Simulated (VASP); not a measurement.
Input of a VASP 6.6.1 run:

INCAR

```
ALGO = Normal
EDIFF = 1E-6
ENCUT = 520
GGA = PE
ISIF = 2
ISMEAR = -1
LASPH = True
LCHARG = False
LREAL = False
LWAVE = False
NBANDS = 14
NELM = 80
PREC = Accurate
SIGMA = 0.06122561905347299
```

KPOINTS

```
k-points
0
Gamma
  38 38 38
```

The input POSCAR:

```
Bi
1.0
   -1.9929327648      1.9929327648      1.9929327648
    1.9929327648     -1.9929327648      1.9929327648
    1.9929327648      1.9929327648     -1.9929327648
Bi
1
Direct
    0.0000000000      0.0000000000      0.0000000000
```

Potentials or basis: VASP PAW PBE potentials, release 64 (Bi_d).

Run with:

```bash
$ cat potpaw_PBE.64/Bi_d/POTCAR > POTCAR
$ mpirun -np 1 vasp_std > vasp.out
```

Problem. Estimate the band gap on the k mesh.

Solution. Zero (an odd number of electrons rules out a gap without spin polarisation).

Problem. Predict the pressure.

Solution. -0.2 GPa.

Caveat: spin-orbit coupling is left out, which moves the levels of the heavy elements.
